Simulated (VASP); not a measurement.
# Ti (I4_1/amd) in VASP: notebook, part 2 of 2

VASP 6.6.1. Earlier steps stand in the parts before.

### 3 Single point, PBE (14.86 Å³/atom)

The input, INCAR:

```
  ALGO = Normal
  EDIFF = 1E-6
  ENCUT = 520
  GGA = PE
  ISIF = 2
  ISMEAR = -1
  LASPH = True
  LCHARG = False
  LREAL = False
  LWAVE = False
  NBANDS = 19
  NELM = 60
  PREC = Accurate
  SIGMA = 0.1
```

The input, KPOINTS:

```
k-points
0
Gamma
  15 15 15
```

The input, POSCAR:

```
Ti
1.0
   -2.3513097633      2.3513097633      1.3438213165
    2.3513097633     -2.3513097633      1.3438213165
    2.3513097633      2.3513097633     -1.3438213165
Ti
2
Direct
   -0.3750000000     -0.1250000000     -0.2500000000
    0.3750000000      0.1250000000      0.2500000000
```

Potentials or basis: VASP PAW PBE potentials, release 64 (Ti_sv).

Command:

```
$ cat potpaw_PBE.64/Ti_sv/POTCAR > POTCAR
$ mpirun -np 1 vasp_std > vasp.out
```

OUTCAR:

```text
EDIFF = 1E-6
   ENCUT = 520
   GGA = PE
   ISIF = 2
   ISMEAR = -1
   LASPH = True
   LREAL = False
   NELM = 60
   PREC = Accurate

 ion  position               nearest neighbor table
   1  0.625  0.875  0.750-   2 2.45   2 2.45   2 2.45   2 2.45
   2  0.375  0.125  0.250-   1 2.45   1 2.45   1 2.45   1 2.45

  LATTYP: Found a body centered tetragonal cell.
 ALAT       =     4.7026195266
 C/A-ratio  =     0.5715203235

  Lattice vectors:

 A1 = (  -2.3513097633,   2.3513097633,   1.3438213165)
 A2 = (   2.3513097633,  -2.3513097633,   1.3438213165)
 A3 = (   2.3513097633,   2.3513097633,  -1.3438213165)

Analysis of symmetry for initial positions (statically):
=====================================================================
 Subroutine PRICEL returns:
 Original cell was already a primitive cell.

 Routine SETGRP: Setting up the symmetry group for a
 body centered tetragonal supercell.

 Subroutine GETGRP returns: Found 16 space group operations
[... 161 lines left out ...]
  ---------------------------------------------------
  free energy    TOTEN  =       -14.57503294 eV

  energy without entropy =      -14.48040000  energy(sigma->0) =      -14.52771647

 E-fermi :   9.7385     XC(G=0): -12.2021

 val. band max:        9.7367462487   @ k =  -0.4000   0.4000   0.3333
 cond. band min:       9.7394756033   @ k =  -0.3333   0.1333   0.0667
 fundamental gap:      0.0027293546
 Fermi energy:         9.7385186311

 k-point     1 :       0.0000    0.0000    0.0000
  band No.  band energies     occupation
      1     -46.6477      2.00000
      2     -46.0820      2.00000
      3     -23.3281      2.00000
      4     -23.3281      2.00000
      5     -22.2208      2.00000
      6     -22.1993      2.00000
[... 505 lines left out ...]
      6     -22.7261      2.00000
[... 11 lines left out ...]
     18      14.0727      0.00000
     19      15.0839      0.00000

 [... further k-points ...]

------------------------ aborting loop because EDIFF is reached ----------------------------------------

  FORCE on cell =-STRESS in cart. coord.  units (eV):
  Direction    XX          YY          ZZ          XY          YZ          ZX
  --------------------------------------------------------------------------------------
  -------------------------------------------------------------------------------------
  Total        3.6633600      3.6633600      3.5915640     -0.0000000      0.0000000      0.0000000
  in kB      197.5008516    197.5008516    193.6301510     -0.0000000      0.0000000      0.0000000
  external PRESSURE =     196.2106181 kB  Pullay stress =       0.0000000 kB

 VOLUME and BASIS-vectors are now :
 -----------------------------------------------------------------------------
  energy-cutoff  :      520.00
  volume of cell :       29.72
      direct lattice vectors                 reciprocal lattice vectors
    -2.351309763  2.351309763  1.343821316     0.000000000  0.212647439  0.372073276
     2.351309763 -2.351309763  1.343821316     0.212647439  0.000000000  0.372073276
     2.351309763  2.351309763 -1.343821316     0.212647439  0.212647439  0.000000000

 POSITION                                       TOTAL-FORCE (eV/Angst)
 -----------------------------------------------------------------------------------
      2.35131      1.17565      1.00787         0.000000     -0.000000      0.000000
     -0.00000      1.17565      0.33596        -0.000000      0.000000     -0.000000
 -----------------------------------------------------------------------------------
    total drift:                                0.000000      0.000000     -0.000000

  FREE ENERGIE OF THE ION-ELECTRON SYSTEM (eV)
  ---------------------------------------------------
  free  energy   TOTEN  =       -14.5750329374 eV

  energy  without entropy=      -14.4803999978  energy(sigma->0) =      -14.52771647
```

OSZICAR:

```text
N       E                     dE             d eps       ncg     rms          rms(c)
DAV:   1     0.265057537786E+03    0.26506E+03   -0.12993E+04 10976   0.163E+03
DAV:   2     0.132068737473E+02   -0.25185E+03   -0.24725E+03 11193   0.447E+02
DAV:   3    -0.148044456714E+02   -0.28011E+02   -0.27348E+02 20696   0.124E+02
DAV:   4    -0.158539636975E+02   -0.10495E+01   -0.10459E+01 12756   0.249E+01
DAV:   5    -0.158956936987E+02   -0.41730E-01   -0.41721E-01 16134   0.383E+00    0.141E+01
DAV:   6    -0.145177812941E+02    0.13779E+01   -0.50559E+00 12826   0.226E+01    0.422E+00
DAV:   7    -0.145379151725E+02   -0.20134E-01   -0.54217E-01 16279   0.530E+00    0.221E+00
DAV:   8    -0.145824734297E+02   -0.44558E-01   -0.26035E-01 12008   0.548E+00    0.889E-01
DAV:   9    -0.145746335639E+02    0.78399E-02   -0.56300E-02 12329   0.264E+00    0.162E-01
DAV:  10    -0.145750747470E+02   -0.44118E-03   -0.25847E-03 14308   0.376E-01    0.808E-02
DAV:  11    -0.145750321749E+02    0.42572E-04   -0.27272E-04 14570   0.127E-01    0.166E-02
DAV:  12    -0.145750329374E+02   -0.76249E-06   -0.72072E-06 12592   0.249E-02
   1 F= -.14575033E+02 E0= -.14527716E+02  d E =-.946329E-01
```

Wall time 3.3 min (1 thread of Intel Xeon 8259CL, shared host); peak memory 0.26 GiB.

Results:

* Free energy: -14.5750 eV
* Pressure: 19.6 GPa
* Band gap on the k mesh: zero (bands 12 and 13 overlap by 1.02 eV)

Levels at points of the mesh, in eV from the Fermi level:
| k point | band 10 | band 11 | band 12 | band 13 | band 14 | band 15 |
| --- | --- | --- | --- | --- | --- | --- |
| (0.00, 0.00, 0.00) | -3.29 | -1.07 | -0.49 | 0.33 | 2.78 | 2.78 |

Caveat: the cell stands under pressure.

### 4 Single point, PBE

This run uses another cell than the first one, of 16.61 Å³/atom.

The input, INCAR:

```
SYSTEM = Ti
PREC = Accurate ; ENCUT = 520
EDIFF = 1E-7 ; ISMEAR = -1
SIGMA = 0.1 ; LREAL = .FALSE.
LASPH = .TRUE. ; NELM = 60
ALGO = Normal ; ISIF = 2
LWAVE = .FALSE. ; LCHARG = .TRUE.
GGA = PE ; LELF = .TRUE.
LVHAR = .TRUE. ; NBANDS = 19
```

The input, KPOINTS:

```
regular mesh
0
G
  15 15 15
  0 0 0
```

The input, POSCAR:

```
Ti
1.0
   -2.4499499161      2.4499499161      1.3834118369
    2.4499499161     -2.4499499161      1.3834118369
    2.4499499161      2.4499499161     -1.3834118369
Ti
2
Direct
   -0.3750000000     -0.1250000000     -0.2500000000
    0.3750000000      0.1250000000      0.2500000000
```

Command:

```
$ cat potpaw_PBE.64/Ti_sv/POTCAR > POTCAR
$ mpirun -np 1 vasp_std > vasp.out
```

Run time: 4.2 min. Hardware: 1 thread of Intel Xeon 8259CL, shared host; peak memory 0.27 GiB.

Results (log left out):

* Free energy: -14.8342 eV
* Pressure: 5.0 GPa
* Band gap on the k mesh: zero (bands 12 and 13 overlap by 0.84 eV)

Stress tensor (GPa, compression positive):
```
5.06 0.00 0.00
0.00 5.06 0.00
0.00 0.00 4.90
```

Levels at points of the mesh, in eV from the Fermi level:
| k point | band 8 | band 9 | band 10 | band 11 | band 12 | band 13 | band 14 | band 15 | band 16 | band 17 |
| --- | --- | --- | --- | --- | --- | --- | --- | --- | --- | --- |
| (0.00, 0.00, 0.00) | -32.15 | -5.87 | -2.79 | -0.92 | -0.45 | 0.29 | 2.57 | 2.57 | 2.62 | 2.62 |

Caveat: the cell stands under pressure.

### 5 Single point, RPBE

This run uses another cell than the first one, of 16.61 Å³/atom.

The input, INCAR:

```
ALGO     = Normal         # electronic algorithm
EDIFF    = 1E-6           # SCF threshold, eV
ENCUT    = 520            # plane-wave cutoff, eV
GGA      = RP             # functional
ISIF     = 2              # what is computed and relaxed
ISMEAR   = 1              # smearing method
LASPH    = True           # aspherical terms in the spheres
LCHARG   = True           # write CHGCAR
LELF     = True           # ELF
LREAL    = False          # projectors in reciprocal space
LVHAR    = True         
LWAVE    = False          # write WAVECAR
NBANDS   = 19             # bands
NELM     = 80             # most SCF steps
PREC     = Accurate       # precision mode
SIGMA    = 0.005          # smearing width, eV
```

The input, KPOINTS:

```
k-points
0
Gamma
  15 15 15
```

POSCAR is that of step 4.

Potentials or basis: VASP PAW PBE potentials, release 64 (Ti_sv).

Command:

```
$ cat potpaw_PBE.64/Ti_sv/POTCAR > POTCAR
$ mpirun -np 1 vasp_std > vasp.out
```

OUTCAR:

```text
EDIFF = 1E-6
   ENCUT = 520
   GGA = RP
   ISIF = 2
   ISMEAR = 1
   LASPH = True
   LREAL = False
   NELM = 80
   PREC = Accurate

 ion  position               nearest neighbor table
   1  0.625  0.875  0.750-   2 2.55   2 2.55   2 2.55   2 2.55
   2  0.375  0.125  0.250-   1 2.55   1 2.55   1 2.55   1 2.55

  LATTYP: Found a body centered tetragonal cell.
 ALAT       =     4.8998998322
 C/A-ratio  =     0.5646694358

  Lattice vectors:

 A1 = (  -2.4499499161,   2.4499499161,   1.3834118369)
 A2 = (   2.4499499161,  -2.4499499161,   1.3834118369)
 A3 = (   2.4499499161,   2.4499499161,  -1.3834118369)

Analysis of symmetry for initial positions (statically):
=====================================================================
 Subroutine PRICEL returns:
 Original cell was already a primitive cell.

 Routine SETGRP: Setting up the symmetry group for a
 body centered tetragonal supercell.

 Subroutine GETGRP returns: Found 16 space group operations
 (whereof  4 operations were pure point group operations)
 out of a pool of 16 trial point group operations.

The static configuration has the point symmetry C_2h.
 The point group associated with its full space group is D_4h.

Analysis of symmetry for dynamics (positions and initial velocities):
=====================================================================
 Subroutine PRICEL returns:
 Original cell was already a primitive cell.

 Routine SETGRP: Setting up the symmetry group for a
 body centered tetragonal supercell.

 Subroutine GETGRP returns: Found 16 space group operations
 (whereof  4 operations were pure point group operations)
 out of a pool of 16 trial point group operations.

The dynamic configuration has the point symmetry C_2h.
 The point group associated with its full space group is D_4h.

 Subroutine INISYM returns: Found 16 space group operations
 (whereof  4 operations are pure point group operations),
 and found     1 'primitive' translations

[... 110 lines left out ...]
   EFERMI_NEDOS =   21; number of points for ismear=-14 and -15
   IALGO  =     38    algorithm
   IMIX   =      4    mixing-type and parameters
     AMIX     =   0.40;   BMIX     =  1.00
     AMIX_MAG =   1.60;   BMIX_MAG =  1.00
  volume/ion in A,a.u.               =      16.61       112.07
  Fermi-wavevector in a.u.,A,eV,Ry     =   1.469050  2.776102 29.362846  2.158108
  Thomas-Fermi vector in A             =   2.584474
   LORBIT       =      0    0 simple, 1 ext, 2 COOP (PROOUT), +10 PAW based schemes
   GGA     = RP    functional components
   LHFCALC =     F    Hartree Fock is set to
   AEXX    =    0.0000 exact exchange contribution
   IVDW    =     0    specifies the selected vdW correction
   LEPSILON=     F    determine dielectric tensor
   LRPA    =     F    only Hartree local field effects (RPA)
 non-spin polarized calculation
 Methfessel and Paxton  Order N= 1 SIGMA  =   0.01
  energy-cutoff  :      520.00
  volume of cell :       33.21
 maximum number of plane-waves:       912
   NGX = 13   NGY = 13   NGZ = 13

 number of electron      23.9999993 magnetization

 Free energy of the ion-electron system (eV)
  ---------------------------------------------------
  ext. energy  EPLUGINS =         0.00000000
  ---------------------------------------------------
  free energy    TOTEN  =       -13.91697582 eV

  energy without entropy =      -13.91697347  energy(sigma->0) =      -13.91697504

 E-fermi :   8.5853     XC(G=0): -11.5532

 val. band max:        8.5813346747   @ k =  -0.0667  -0.4000   0.0667
 cond. band min:       8.5873503485   @ k =  -0.2667   0.2000   0.0000
 fundamental gap:      0.0060156739
 Fermi energy:         8.5852662040

 k-point     1 :       0.0000    0.0000    0.0000
  band No.  band energies     occupation
      1     -48.0311      2.00000
      2     -47.6631      2.00000
      3     -24.5301      2.00000
      4     -24.5301      2.00000
      5     -23.7389      2.00000
      6     -23.7237      2.00000
[... 505 lines left out ...]
      6     -24.1194      2.00000
[... 11 lines left out ...]
     18      12.4509      0.00000
     19      13.2892      0.00000

 [... further k-points ...]

------------------------ aborting loop because EDIFF is reached ----------------------------------------

  FORCE on cell =-STRESS in cart. coord.  units (eV):
  Direction    XX          YY          ZZ          XY          YZ          ZX
  --------------------------------------------------------------------------------------
  -------------------------------------------------------------------------------------
  Total        1.6579111      1.6579111      1.7614401     -0.0000000      0.0000000      0.0000000
  in kB       79.9734704     79.9734704     84.9674482     -0.0000000      0.0000000      0.0000000
  external PRESSURE =      81.6381296 kB  Pullay stress =       0.0000000 kB

 VOLUME and BASIS-vectors are now :
 -----------------------------------------------------------------------------
  energy-cutoff  :      520.00
  volume of cell :       33.21
      direct lattice vectors                 reciprocal lattice vectors
    -2.449949916  2.449949916  1.383411837     0.000000000  0.204085805  0.361425272
     2.449949916 -2.449949916  1.383411837     0.204085805  0.000000000  0.361425272
     2.449949916  2.449949916 -1.383411837     0.204085805  0.204085805  0.000000000

 POSITION                                       TOTAL-FORCE (eV/Angst)
 -----------------------------------------------------------------------------------
      2.44995      1.22497      1.03756         0.000000      0.000000      0.000000
     -0.00000      1.22497      0.34585        -0.000000     -0.000000     -0.000000
 -----------------------------------------------------------------------------------
    total drift:                                0.000000      0.000000     -0.000000

  FREE ENERGIE OF THE ION-ELECTRON SYSTEM (eV)
  ---------------------------------------------------
  free  energy   TOTEN  =       -13.9169758220 eV

  energy  without entropy=      -13.9169734664  energy(sigma->0) =      -13.91697504
```

It took 3.3 min on 1 thread of Intel Xeon 8259CL, shared host; peak memory 0.27 GiB.

Results:

```yaml
Free_energy: -13.9170 eV
Pressure: 8.2 GPa
Band_gap_on_the_k_mesh: zero (bands 12 and 13 overlap by 0.83 eV)
```

Stress tensor (GPa, compression positive):
```
8.00 0.00 0.00
0.00 8.00 0.00
0.00 0.00 8.50
```

Levels at points of the mesh, in eV from the Fermi level:
| k point | band 9 | band 10 | band 11 | band 12 | band 13 | band 14 | band 15 | band 16 |
| --- | --- | --- | --- | --- | --- | --- | --- | --- |
| (0.00, 0.00, 0.00) | -5.85 | -2.74 | -0.87 | -0.42 | 0.32 | 2.61 | 2.61 | 2.65 |

Caveat: the cell stands under pressure; the PAW data sets were made with another functional, which shifts forces and pressure a little.

### 6 Single point, PBE

This run uses another cell than the first one, of 17.48 Å³/atom.

The input, INCAR:

```
ALGO = Normal
EDIFF = 1E-6
ENCUT = 520
GGA = PE
ISIF = 2
ISMEAR = -1
LASPH = True
LCHARG = True
LELF = True
LREAL = False
LVHAR = True
LWAVE = False
NBANDS = 19
NELM = 80
PREC = Accurate
SIGMA = 0.1
```

KPOINTS is that of step 5.

The input, POSCAR:

```
Ti
1.0
   -2.4969842691      2.4969842691      1.4018794898
    2.4969842691     -2.4969842691      1.4018794898
    2.4969842691      2.4969842691     -1.4018794898
Ti
2
Direct
   -0.3750000000     -0.1250000000     -0.2500000000
    0.3750000000      0.1250000000      0.2500000000
```

Potentials or basis: VASP PAW PBE potentials, release 64 (Ti_sv).

Command:

```
$ cat potpaw_PBE.64/Ti_sv/POTCAR > POTCAR
$ mpirun -np 1 vasp_std > vasp.out
```

OUTCAR:

```text
EDIFF = 1E-6
   ENCUT = 520
   GGA = PE
   ISIF = 2
   ISMEAR = -1
   LASPH = True
   LREAL = False
   NELM = 80
   PREC = Accurate

 ion  position               nearest neighbor table
   1  0.625  0.875  0.750-   2 2.59   2 2.59   2 2.59   2 2.59
   2  0.375  0.125  0.250-   1 2.59   1 2.59   1 2.59   1 2.59

  LATTYP: Found a body centered tetragonal cell.
 ALAT       =     4.9939685382
 C/A-ratio  =     0.5614290435

  Lattice vectors:

[... 713 lines left out ...]

 [... further k-points ...]

------------------------ aborting loop because EDIFF is reached ----------------------------------------

  FORCE on cell =-STRESS in cart. coord.  units (eV):
  Direction    XX          YY          ZZ          XY          YZ          ZX
  --------------------------------------------------------------------------------------
  -------------------------------------------------------------------------------------
  Total       -0.0153837     -0.0153837     -0.0430469      0.0000000      0.0000000     -0.0000000
  in kB       -0.7049689     -0.7049689     -1.9726502      0.0000000      0.0000000     -0.0000000
  external PRESSURE =      -1.1275293 kB  Pullay stress =       0.0000000 kB

 VOLUME and BASIS-vectors are now :
 -----------------------------------------------------------------------------
  energy-cutoff  :      520.00
  volume of cell :       34.96
      direct lattice vectors                 reciprocal lattice vectors
    -2.496984269  2.496984269  1.401879490     0.000000000  0.200241550  0.356664038
     2.496984269 -2.496984269  1.401879490     0.200241550  0.000000000  0.356664038
     2.496984269  2.496984269 -1.401879490     0.200241550  0.200241550  0.000000000

 POSITION                                       TOTAL-FORCE (eV/Angst)
 -----------------------------------------------------------------------------------
      2.49698      1.24849      1.05141        -0.000000     -0.000000      0.000000
      0.00000      1.24849      0.35047         0.000000      0.000000     -0.000000
 -----------------------------------------------------------------------------------
    total drift:                                0.000000      0.000000     -0.000000

  FREE ENERGIE OF THE ION-ELECTRON SYSTEM (eV)
  ---------------------------------------------------
  free  energy   TOTEN  =       -14.8605439297 eV

  energy  without entropy=      -14.7533298312  energy(sigma->0) =      -14.80693688
```

OSZICAR:

```text
N       E                     dE             d eps       ncg     rms          rms(c)
DAV:   1     0.266183060953E+03    0.26618E+03   -0.13020E+04 10952   0.157E+03
DAV:   2     0.131732861909E+02   -0.25301E+03   -0.24873E+03 11209   0.443E+02
DAV:   3    -0.152886470852E+02   -0.28462E+02   -0.27884E+02 20807   0.122E+02
DAV:   4    -0.165381592929E+02   -0.12495E+01   -0.12444E+01 13000   0.264E+01
DAV:   5    -0.165965390519E+02   -0.58380E-01   -0.58363E-01 16636   0.420E+00    0.115E+01
DAV:   6    -0.148328295723E+02    0.17637E+01   -0.68839E+00 12982   0.250E+01    0.286E+00
DAV:   7    -0.148374213486E+02   -0.45918E-02   -0.54004E-01 16336   0.500E+00    0.192E+00
DAV:   8    -0.148677908454E+02   -0.30369E-01   -0.19121E-01 12399   0.492E+00    0.680E-01
DAV:   9    -0.148602201654E+02    0.75707E-02   -0.45106E-02 12394   0.217E+00    0.105E-01
DAV:  10    -0.148605322941E+02   -0.31213E-03   -0.27191E-03 14916   0.336E-01    0.670E-02
DAV:  11    -0.148605484220E+02   -0.16128E-04   -0.10297E-04 14756   0.795E-02    0.375E-02
DAV:  12    -0.148605440079E+02    0.44141E-05   -0.22284E-05 12167   0.445E-02    0.504E-03
DAV:  13    -0.148605439297E+02    0.78186E-07   -0.34421E-06 10590   0.128E-02
   1 F= -.14860544E+02 E0= -.14806937E+02  d E =-.107214E+00
```

stdout:

```text
POSCAR found type information on POSCAR Ti
 POSCAR found :  1 types and       2 ions
 scaLAPACK will be used
 LDA part: xc-table for (Slater+PW92), standard interpolation
 POSCAR, INCAR and KPOINTS ok, starting setup
 FFT: planning ... GRIDC
 FFT: planning ... GRID_SOFT
 FFT: planning ... GRID
 WAVECAR not read
 entering main loop
```

It took 4.7 min on 1 thread of Intel Xeon 8259CL, shared host; peak memory 0.28 GiB.

Results:

| Property | Result |
| --- | --- |
| Free energy | -14.8605 eV |
| Pressure | -0.1 GPa |
| Band gap on the k mesh | zero (bands 12 and 13 overlap by 0.83 eV) |

### 7 Summary

```csv
level,cell,smearing,gap on the mesh (eV),pressure (GPa)
PBE,"a = 3.587 Å, angles 98.1, 98.1, 136.0°, 2 atoms",fermi-dirac 0.1 eV,none,19.6
PBE,"a = 3.731 Å, angles 97.9, 97.9, 136.5°, 2 atoms",fermi-dirac 0.1 eV,none,5.0
RPBE,"a = 3.731 Å, angles 97.9, 97.9, 136.5°, 2 atoms",methfessel-paxton 0.005 eV,none,8.2
PBE,"a = 3.799 Å, angles 97.8, 97.8, 136.7°, 2 atoms",fermi-dirac 0.1 eV,none,-0.1
```

Alike in all rows: task single point; potentials or basis VASP PAW PBE potentials, release 64 (Ti_sv); no spin polarisation; k mesh 15 × 15 × 15; cutoff (eV) 520.

Caveats: the cell stands under pressure (at least some runs); the PAW data sets were made with another functional, which shifts forces and pressure a little (at least some runs).

Absolute energies hang on the potentials; compare differences alone.
